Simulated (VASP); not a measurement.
# Be16P in VASP: further runs

The runs below take Be16P through single point, with PBE.

Program: VASP 6.6.1. These are calculated values, not measurements. Logs are shortened: lines on timing, memory, paths and dates and some standing lists are left out, and cuts for length are marked.

## Step 1: The cell of the first run

The cell holds a slab with vacuum, 17 atoms: a = 4.580 Å, b = 4.580 Å, c = 17.383 Å, α = 90.00°, β = 90.00°, γ = 60.00°.

## Step 2: Single point, PBE

File INCAR:

```
SYSTEM = Be16P
ALGO     = Normal         ! electronic algorithm
EDIFF    = 1E-6           ! SCF threshold, eV
ENCUT    = 520            ! plane-wave cutoff, eV
GGA      = PE             ! functional
ISIF     = 2              ! what is computed and relaxed
ISMEAR   = -1             ! smearing method
LASPH    = .True.         ! aspherical terms in the spheres
LCHARG   = .False.        ! write CHGCAR
LREAL    = Auto         
LWAVE    = .False.        ! write WAVECAR
NBANDS   = 32             ! bands
NELM     = 100            ! most SCF steps
PREC     = Accurate       ! precision mode
SIGMA    = 0.15           ! smearing width, eV
```

File KPOINTS:

```
k-points
0
Gamma
  3 3 1
  0 0 0
```

File POSCAR:

```
Be16P
1.0
    4.5800000000      0.0000000000      0.0000000000
    2.2900000000      3.9663960000      0.0000000000
    0.0000000000      0.0000000000     17.3826450000
Be P
16 1
Direct
   -0.1666626328      0.3333252656      0.0575286442
    0.3333373672      0.3333252656      0.0575286442
   -0.1666628849      0.8333257698      0.0575286442
    0.3333371151      0.8333257698      0.0575286442
   -0.0239227781      0.0028237221      0.1673335675
    0.4812832286      0.0180012283      0.1644974053
   -0.0186153657      0.5042612992      0.1703308098
    0.4690507973      0.5068329032      0.1684726346
   -0.1772302060      0.3375608487      0.2670019436
    0.3282348873      0.3356699634      0.2665647259
   -0.2343574306      0.8484528524      0.2709541615
    0.3055530209      0.8385446133      0.2639529255
   -0.0895211121      0.0379941892      0.3669004343
    0.3839267704      0.0839805204      0.3836930456
   -0.0718087411      0.5625257791      0.3702773657
    0.4594723349      0.5091776010      0.3708008764
   -0.0570289370      0.2770273064      0.4641353488
```

Potentials or basis: VASP PAW PBE potentials, release 64 (Be, P).

On the command line:

```sh
$ cat potpaw_PBE.64/Be/POTCAR potpaw_PBE.64/P/POTCAR > POTCAR
$ mpirun -np 1 vasp_std > vasp.out
```

OUTCAR:

```text
SYSTEM = Be16P
   EDIFF = 1E-6
   ENCUT = 520
   GGA = PE
   ISIF = 2
   ISMEAR = -1
   LASPH = .True.
   LREAL = Auto
   NELM = 100
   PREC = Accurate

 ion  position               nearest neighbor table
   1  0.833  0.333  0.058-   4 2.29   3 2.29   2 2.29   2 2.29   3 2.29   4 2.29   5 2.32   7 2.33

   2  0.333  0.333  0.058-   6 2.24   8 2.29   3 2.29   4 2.29   1 2.29   1 2.29   4 2.29   3 2.29

   3  0.833  0.833  0.058-   5 2.28   2 2.29   1 2.29   4 2.29   4 2.29   1 2.29   2 2.29   6 2.33
                             7 2.36
   4  0.333  0.833  0.058-   6 2.28   1 2.29   2 2.29   3 2.29   3 2.29   2 2.29   1 2.29   8 2.33
                             5 2.38
   5  0.976  0.003  0.167-  12 2.13   9 2.18   6 2.23   8 2.26   7 2.27   3 2.28   7 2.31  11 2.31
                             8 2.32   1 2.32   6 2.35   4 2.38
   6  0.481  0.018  0.164-  11 2.17  10 2.18   8 2.21  12 2.23   5 2.23   2 2.24   7 2.26   4 2.28
                             7 2.32   3 2.33   5 2.35   8 2.37
   7  0.981  0.504  0.170-   9 2.12  10 2.17  11 2.23   8 2.24   6 2.26   5 2.27   5 2.31   6 2.32
                             1 2.33   8 2.34   3 2.36
   8  0.469  0.507  0.168-  10 2.11  12 2.12   6 2.21   9 2.21   7 2.24   5 2.26   2 2.29   5 2.32
                             4 2.33   7 2.34   6 2.37
   9  0.823  0.338  0.267-   7 2.12  13 2.12   5 2.18   8 2.21  11 2.22  15 2.24  12 2.25  10 2.27
                            16 2.31  10 2.31  12 2.33  11 2.38
  10  0.328  0.336  0.267-   8 2.11  11 2.13   7 2.17   6 2.18  16 2.18  12 2.25   9 2.27  14 2.29
                             9 2.31  12 2.33
  11  0.766  0.848  0.271-  15 2.07  10 2.13  13 2.13  12 2.13   6 2.17   9 2.22   7 2.23   5 2.31
                             9 2.38
  12  0.306  0.839  0.264-   8 2.12   5 2.13  11 2.13   6 2.23   9 2.25  10 2.25  16 2.27  10 2.33
                             9 2.33  13 2.38
  13  0.910  0.038  0.367-  17 2.06  16 2.11   9 2.12  11 2.13  15 2.14  14 2.30  14 2.33  12 2.38

  14  0.384  0.084  0.384-  16 2.15  15 2.15  17 2.24  10 2.29  13 2.30  13 2.33
  15  0.928  0.563  0.370-  11 2.07  17 2.07  13 2.14  14 2.15   9 2.24  16 2.28  16 2.32
  16  0.459  0.509  0.371-  13 2.11  14 2.15  10 2.18  12 2.27  15 2.28   9 2.31  15 2.32  17 2.51

  17  0.943  0.277  0.464-  13 2.06  15 2.07  14 2.24  16 2.51

  LATTYP: Found a hexagonal cell.
 ALAT       =     4.5799996975
 C/A-ratio  =     3.7953375869

  Lattice vectors:

 A1 = (  -2.2900000000,  -3.9663960000,   0.0000000000)
 A2 = (   4.5800000000,   0.0000000000,   0.0000000000)
 A3 = (   0.0000000000,   0.0000000000,  17.3826450000)

Analysis of symmetry for initial positions (statically):
=====================================================================
 Subroutine PRICEL returns:
 Original cell was already a primitive cell.

 Routine SETGRP: Setting up the symmetry group for a
 hexagonal supercell.

 Subroutine GETGRP returns: Found  1 space group operations
 (whereof  1 operations were pure point group operations)
 out of a pool of 24 trial point group operations.

The static configuration has the point symmetry C_1 .

Analysis of symmetry for dynamics (positions and initial velocities):
=====================================================================
 Subroutine PRICEL returns:
 Original cell was already a primitive cell.

 Routine SETGRP: Setting up the symmetry group for a
 hexagonal supercell.

 Subroutine GETGRP returns: Found  1 space group operations
 (whereof  1 operations were pure point group operations)
 out of a pool of 24 trial point group operations.

The dynamic configuration has the point symmetry C_1 .

 Subroutine INISYM returns: Found  1 space group operations
 (whereof  1 operations are pure point group operations),
 and found     1 'primitive' translations

----------------------------------------------------------------------------------------

                                     Primitive cell

  volume of cell :     315.7748

  direct lattice vectors                    reciprocal lattice vectors
     4.580000000  0.000000000  0.000000000     0.218340611 -0.126059022  0.000000000
     2.290000000  3.966396000  0.000000000     0.000000000  0.252118044  0.000000000
     0.000000000  0.000000000 17.382645000     0.000000000  0.000000000  0.057528644

  length of vectors
     4.580000000  4.579999697 17.382645000     0.252118027  0.252118044  0.057528644

  position of ions in fractional coordinates (direct lattice)
     0.833337367  0.333325266  0.057528644
     0.333337367  0.333325266  0.057528644
     0.833337115  0.833325770  0.057528644
     0.333337115  0.833325770  0.057528644
     0.976077222  0.002823722  0.167333568
     0.481283229  0.018001228  0.164497405
[... 9 lines left out ...]
     0.459472335  0.509177601  0.370800876
     0.942971063  0.277027306  0.464135349

  ion indices of the primitive-cell ions
   primitive index   ion index
                 1           1
[... 49 lines left out ...]
   NGXF,Y,Z  is equivalent  to a cutoff of  26.13, 26.13, 26.78 a.u.
 SYSTEM =  Be16P
   PREC   = accura    normal or accurate (medium, high low for compatibility)
   ISTART =      0    job   : 0-new  1-cont  2-samecut
   ICHARG =      2    charge: 1-file 2-atom 10-const
   ISPIN  =      1    spin polarized calculation?
   LNONCOLLINEAR =      F non collinear calculations
   LSORBIT =      F    spin-orbit coupling
   LASPH  =      T    aspherical Exc in radial PAW
   ENCUT  =  520.0 eV  38.22 Ry    6.18 a.u.   8.52  8.52 32.32*2*pi/ulx,y,z
   NELM   =    100;   NELMIN=  2; NELMDL= -5     # of ELM steps
   EDIFF  = 0.1E-05   stopping-criterion for ELM
   LREAL  =      T    real-space projection
   EDIFFG = 0.1E-04   stopping-criterion for IOM
   NSW    =      0    number of steps for IOM
   IBRION =     -1    ionic relax: 0-MD 1-quasi-New 2-CG
   NFREE  =      0    steps in history (QN), initial steepest desc. (CG)
   ISIF   =      2    stress and relaxation
   ISYM   =      2    0-nonsym 1-usesym 2-fastsym
   POTIM  = 0.5000    time-step for ionic-motion
   TEBEG  =    0.0;   TEEND  =   0.0 temperature during run
   PSTRESS=    0.0 pullay stress
   NELECT =      37.0000    total number of electrons
   NUPDOWN=      -1.0000    fix difference up-down
   EMIN   =  10.00;   EMAX   =-10.00  energy-range for DOS
   EFERMI =   0.00;   METHOD = LEGACY
   ISMEAR =    -1;   SIGMA  =   0.15  broadening in eV -4-tet -1-fermi 0-gaus
   EFERMI_NEDOS =   21; number of points for ismear=-14 and -15
   IALGO  =     38    algorithm
   IMIX   =      4    mixing-type and parameters
     AMIX     =   0.40;   BMIX     =  1.00
     AMIX_MAG =   1.60;   BMIX_MAG =  1.00
  volume/ion in A,a.u.               =      18.57       125.35
  Fermi-wavevector in a.u.,A,eV,Ry     =   0.801093  1.513846  8.731539  0.641750
  Thomas-Fermi vector in A             =   1.908514
   LORBIT       =      0    0 simple, 1 ext, 2 COOP (PROOUT), +10 PAW based schemes
   GGA     = PE    functional components
   LHFCALC =     F    Hartree Fock is set to
   AEXX    =    0.0000 exact exchange contribution
   IVDW    =     0    specifies the selected vdW correction
   LEPSILON=     F    determine dielectric tensor
   LRPA    =     F    only Hartree local field effects (RPA)
 non-spin polarized calculation
  energy-cutoff  :      520.00
  volume of cell :      315.77
 maximum number of plane-waves:      8615
 NGX is ok and might be reduce to    36
   NGX = 17   NGY = 17   NGZ = 65

 number of electron      36.9999999 magnetization

 Free energy of the ion-electron system (eV)
  ---------------------------------------------------
  ext. energy  EPLUGINS =         0.00000000
  ---------------------------------------------------
  free energy    TOTEN  =       -61.04286637 eV

  energy without entropy =      -60.66093443  energy(sigma->0) =      -60.85190040

 E-fermi :   0.2854     XC(G=0):  -6.0406

 val. band max:        0.1244582111   @ k =   0.0000   0.0000   0.0000
 cond. band min:       0.2909343302   @ k =   0.3333   0.0000   0.0000
 fundamental gap:      0.1664761192
 Fermi energy:         0.2853554166

 k-point     1 :       0.0000    0.0000    0.0000
  band No.  band energies     occupation
      1     -10.7856      2.00000
      2      -9.6366      2.00000
      3      -8.0968      2.00000
      4      -6.0647      2.00000
      5      -3.9408      2.00000
      6      -3.7224      2.00000
[... 154 lines left out ...]
     29       5.7137      0.00000
     30       6.1120      0.00000
 [bands above 30 left out]

------------------------ aborting loop because EDIFF is reached ----------------------------------------

  FORCE on cell =-STRESS in cart. coord.  units (eV):
  Direction    XX          YY          ZZ          XY          YZ          ZX
  --------------------------------------------------------------------------------------
  -------------------------------------------------------------------------------------
  Total       -9.6800051     -2.6183745      0.1880544      4.3765258     -1.9817709      1.8474794
  in kB      -49.1143905    -13.2851035      0.9541500     22.2056077    -10.0551052      9.3737374
  external PRESSURE =     -20.4817813 kB  Pullay stress =       0.0000000 kB

 VOLUME and BASIS-vectors are now :
 -----------------------------------------------------------------------------
  energy-cutoff  :      520.00
  volume of cell :      315.77
      direct lattice vectors                 reciprocal lattice vectors
     4.580000000  0.000000000  0.000000000     0.218340611 -0.126059022  0.000000000
     2.290000000  3.966396000  0.000000000     0.000000000  0.252118044  0.000000000
     0.000000000  0.000000000 17.382645000     0.000000000  0.000000000  0.057528644

 POSITION                                       TOTAL-FORCE (eV/Angst)
 -----------------------------------------------------------------------------------
      4.58000      1.32210      1.00000        -0.169230      0.112988      0.134295
      2.29000      1.32210      1.00000        -0.071293      0.158821      0.149727
      5.72500      3.30530      1.00000        -0.089349     -0.062380      0.206213
      3.43500      3.30530      1.00000        -0.117823     -0.072867      0.097134
      4.47690      0.01120      2.90870        -0.034325      0.147378     -0.314411
      2.24550      0.07140      2.85940        -0.373340     -0.336084      0.174681
[... 9 lines left out ...]
      3.27040      2.01960      6.44550         0.535143      0.666793      0.370308
      4.95320      1.09880      8.06790        -0.363055      0.194372      0.089566
 -----------------------------------------------------------------------------------
    total drift:                                0.000592     -0.000829     -0.001202

  FREE ENERGIE OF THE ION-ELECTRON SYSTEM (eV)
  ---------------------------------------------------
  free  energy   TOTEN  =       -61.0428663697 eV

  energy  without entropy=      -60.6609344274  energy(sigma->0) =      -60.85190040
```

Wall time 99 s (1 thread of Intel Xeon Platinum 8488C (Sapphire Rapids), shared host); peak memory 0.41 GiB.

Results:

- Free energy: -61.0429 eV
- Largest force: 0.986 eV/Å
- Band gap on the k mesh: zero (an odd number of electrons rules out a gap without spin polarisation)

Forces in eV/Å, atoms in the order of the input:
```
Be  -0.169  0.113  0.134
Be  -0.071  0.159  0.150
Be  -0.089 -0.062  0.206
Be  -0.118 -0.073  0.097
Be  -0.034  0.147 -0.314
Be  -0.373 -0.336  0.175
Be  -0.011  0.193 -0.617
Be   0.486  0.032 -0.504
Be  -0.416  0.217 -0.368
Be  -0.594  0.224  0.506
Be   0.961 -0.009 -0.217
Be  -0.056  0.282  0.635
Be   0.384 -0.630  0.013
Be  -0.094 -0.877 -0.441
Be   0.023 -0.240  0.085
Be   0.535  0.667  0.370
P   -0.363  0.194  0.090
```

Levels at points of the mesh, in eV from the Fermi level:
| k point | band 15 | band 16 | band 17 | band 18 | band 19 | band 20 | band 21 | band 22 |
| --- | --- | --- | --- | --- | --- | --- | --- | --- |
| (0.00, 0.00, 0.00) | -1.93 | -1.88 | -1.88 | -1.66 | -1.58 | -0.16 | 1.10 | 2.13 |

Caveat: the k points lie up to 0.53 Å⁻¹ apart, too coarse for converged energies and pressures of a metal.

## Step 3: Single point, PBE

File INCAR:

```
SYSTEM = Be16P
PREC     = Accurate       ! precision mode
ENCUT    = 520            ! plane-wave cutoff, eV
EDIFF    = 1E-6           ! SCF threshold, eV
ISMEAR   = -1             ! smearing method
SIGMA    = 0.15           ! smearing width, eV
LREAL    = Auto         
LASPH    = .TRUE.         ! aspherical terms in the spheres
NELM     = 100            ! most SCF steps
ALGO     = Normal         ! electronic algorithm
ISIF     = 2              ! what is computed and relaxed
LWAVE    = .FALSE.        ! write WAVECAR
LCHARG   = .FALSE.        ! write CHGCAR
GGA      = PE             ! functional
NBANDS   = 32             ! bands
```

File KPOINTS:

```
regular mesh
0
G
  3 3 1
  0 0 0
```

File POSCAR:

```
Be16P
1.0
    4.5800000000      0.0000000000      0.0000000000
    2.2900000000      3.9663960000      0.0000000000
    0.0000000000      0.0000000000     17.3826450000
Be P
16 1
Direct
   -0.1666626328      0.3333252656      0.0575286442
    0.3333373672      0.3333252656      0.0575286442
   -0.1666628849      0.8333257698      0.0575286442
    0.3333371151      0.8333257698      0.0575286442
   -0.0222006854      0.0149253882      0.1714411127
    0.5007770879      0.0060004094      0.1554193853
   -0.0231255813      0.5218843504      0.1696001961
    0.5238294338      0.5104634030      0.1715504171
   -0.1236827713      0.3051384683      0.2733013301
    0.3609191401      0.3097774403      0.2689234003
   -0.1573149784      0.8163330136      0.2805499393
    0.3372988941      0.8113410764      0.2723406018
    0.0362364020     -0.0324728040      0.3760359830
    0.5227545407     -0.0365571163      0.3858216054
    0.0295149088      0.4826295710      0.3688276439
    0.5640579789      0.4738054395      0.3883988887
   -0.0255502666      0.2842883061      0.4729257256
```

Potentials or basis: VASP PAW PBE potentials, release 64 (Be, P).

On the command line:

```sh
$ cat potpaw_PBE.64/Be/POTCAR potpaw_PBE.64/P/POTCAR > POTCAR
$ mpirun -np 1 vasp_std > vasp.out
```

Wall time 2.1 min (1 thread of Intel Xeon Platinum 8488C (Sapphire Rapids), shared host); peak memory 0.41 GiB.

It converged, with:

| Quantity | Value |
| --- | --- |
| Free energy | -60.8580 eV |
| Largest force | 1.439 eV/Å |
| Band gap on the k mesh | zero (an odd number of electrons rules out a gap without spin polarisation) |

Forces in eV/Å, atoms in the order of the input:
```
Be  -0.082  0.061  0.255
Be   0.134  0.431 -0.153
Be   0.281 -0.080  0.070
Be  -0.248 -0.209  0.025
Be   0.439 -0.423 -0.390
Be  -0.252  0.020  1.417
Be   0.736 -0.460 -0.221
Be  -0.965 -0.188 -0.268
Be  -0.593  0.408 -0.488
Be   0.054 -0.026  0.014
Be  -0.024  0.297 -0.773
Be   0.722  0.069  0.228
Be  -0.189 -0.007  0.448
Be  -0.046  0.676 -0.105
Be   0.592  0.019  0.744
Be  -0.557 -0.354 -0.340
P   -0.003 -0.235 -0.463
```

Levels at points of the mesh, in eV from the Fermi level:
```tsv
k point	band 16	band 17	band 18	band 19	band 20	band 21
(0.00, 0.00, 0.00)	-1.89	-1.73	-1.69	-1.38	-0.44	1.41
```

Caveat: the k points lie up to 0.53 Å⁻¹ apart, too coarse for converged energies and pressures of a metal.

## Step 4: Single point, PBE

File INCAR:

```
ALGO = Normal ; EDIFF = 1E-6
ENCUT = 520 ; GGA = PE
ISIF = 2 ; ISMEAR = -1
LASPH = True ; LCHARG = False
LREAL = Auto ; LWAVE = False
NBANDS = 32 ; NELM = 80
PREC = Accurate ; SIGMA = 0.15
```

File KPOINTS:

```
k-points
0
Gamma
  3 3 1
```

File POSCAR:

```
Be16P
1.0
    4.5800000000      0.0000000000      0.0000000000
    2.2900000000      3.9663960000      0.0000000000
    0.0000000000      0.0000000000     17.3826450000
Be P
16 1
Direct
   -0.1666626328      0.3333252656      0.0575286442
    0.3333373672      0.3333252656      0.0575286442
   -0.1666628849      0.8333257698      0.0575286442
    0.3333371151      0.8333257698      0.0575286442
    0.0343218547     -0.0192113949      0.1675579292
    0.5427744639     -0.0155052597      0.1627312759
    0.0451655944      0.5102364968      0.1626795002
    0.5978430444      0.4777636928      0.1709866364
   -0.0807532388      0.2904147745      0.2752745626
    0.4347012718      0.2717328275      0.2698150943
   -0.0937279158      0.7834820326      0.2697460599
    0.4411240431      0.7977519138      0.2619509286
    0.0921729420     -0.0466166263      0.3776928080
    0.5899663233     -0.0201946553      0.3843316135
    0.0872203626      0.4720658250      0.3718594034
    0.5532344009      0.5230945170      0.3858791340
   -0.0383548815      0.2655307236      0.4724252264
```

On the command line:

```sh
$ cat potpaw_PBE.64/Be/POTCAR potpaw_PBE.64/P/POTCAR > POTCAR
$ mpirun -np 1 vasp_std > vasp.out
```

Wall time 2.2 min (1 thread of Intel Xeon Platinum 8488C (Sapphire Rapids), shared host); peak memory 0.41 GiB.

The run converged. Its results:

| Quantity | Value |
| --- | --- |
| Free energy | -60.4458 eV |
| Largest force | 1.839 eV/Å |
| Band gap on the k mesh | zero (an odd number of electrons rules out a gap without spin polarisation) |

Forces in eV/Å, atoms in the order of the input:
```
Be   0.256 -0.153  0.103
Be   0.567 -0.176 -0.224
Be   0.339 -0.067  0.005
Be   0.275 -0.302 -0.003
Be   0.614  0.292 -0.061
Be   0.213  0.252  0.300
Be  -0.164 -0.884  0.297
Be  -1.406  0.014 -0.481
Be  -0.008  0.032 -0.961
Be  -0.084  0.768  0.120
Be   0.487  0.500  0.347
Be  -1.153  0.165  1.422
Be  -0.129  0.440 -0.548
Be  -0.078  0.321 -0.260
Be  -0.154 -0.017  0.485
Be   0.572 -1.662 -0.138
P   -0.148  0.478 -0.404
```

Levels at points of the mesh, in eV from the Fermi level:
```
           k point  band 15  band 16  band 17  band 18  band 19  band 20  band 21  band 22
(0.00, 0.00, 0.00)    -2.12    -1.95    -1.75    -1.50    -1.20    -0.64     1.58     1.99
```

Caveat: the k points lie up to 0.53 Å⁻¹ apart, too coarse for converged energies and pressures of a metal.

## Step 5: The runs side by side

| cell | gap on the mesh (eV) | largest force (eV/Å) |
| --- | --- | --- |
| as given, atomic positions A | none | 0.99 |
| as given, atomic positions B | none | 1.44 |
| as given, atomic positions C | none | 1.84 |

Alike in all rows: task single point; level PBE; potentials or basis VASP PAW PBE potentials, release 64 (Be, P); no spin polarisation; k mesh 3 × 3 × 1; cutoff (eV) 520; smearing fermi-dirac 0.15 eV.

Caveats: all runs use coarse meshes.

Absolute energies hang on the potentials; compare differences alone.
